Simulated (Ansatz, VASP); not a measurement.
## In3GeO2 in VASP and in Ansatz

```
CELL_PARAMETERS angstrom
4.19696 0.00000 0.00000
0.00000 4.19696 0.00000
0.00000 0.00000 7.57475
ATOMIC_POSITIONS crystal
In 0.00000 0.00000 0.00000
In 0.00000 0.00000 0.34615
In 0.00000 0.00000 0.65385
Ge 0.50000 0.50000 0.00000
O 0.00000 0.50000 0.00000
O 0.50000 0.00000 0.00000
```

Alike in both runs: task relaxation of cell and atoms; functional PBE; k mesh 4 × 4 × 2; occupations gaussian, width 0.1 eV; no spin polarisation.

|  | VASP | Ansatz |
| --- | --- | --- |
| version | VASP 6.6.1 | Ansatz 0.2.0 |
| potentials or method | VASP PAW PBE potentials, release 64 (In_d, Ge_d, O), cutoff 600 eV | scalar-relativistic, plane waves, PAW |
| valence electrons in the cell | 65 | 65 |

|  | VASP | Ansatz | Ansatz less VASP |
| --- | --- | --- | --- |
| gap on the k mesh at the Fermi level, each at its own relaxed structure (eV) | none | none | - |
| relaxed volume (Å³/atom) | 29.47 | 29.42 | -0.057 |
| relaxed cell length with the largest relative difference (Å) | 4.458 | 4.451 | -0.0071 |

A gap of «none» marks a metal or a gap that the smearing closes.

The k mesh is coarse, so the values compare programs but aren't converged. Noted on VASP's run: the volume moved by over 15 % at a fixed basis, so the end points are rough.
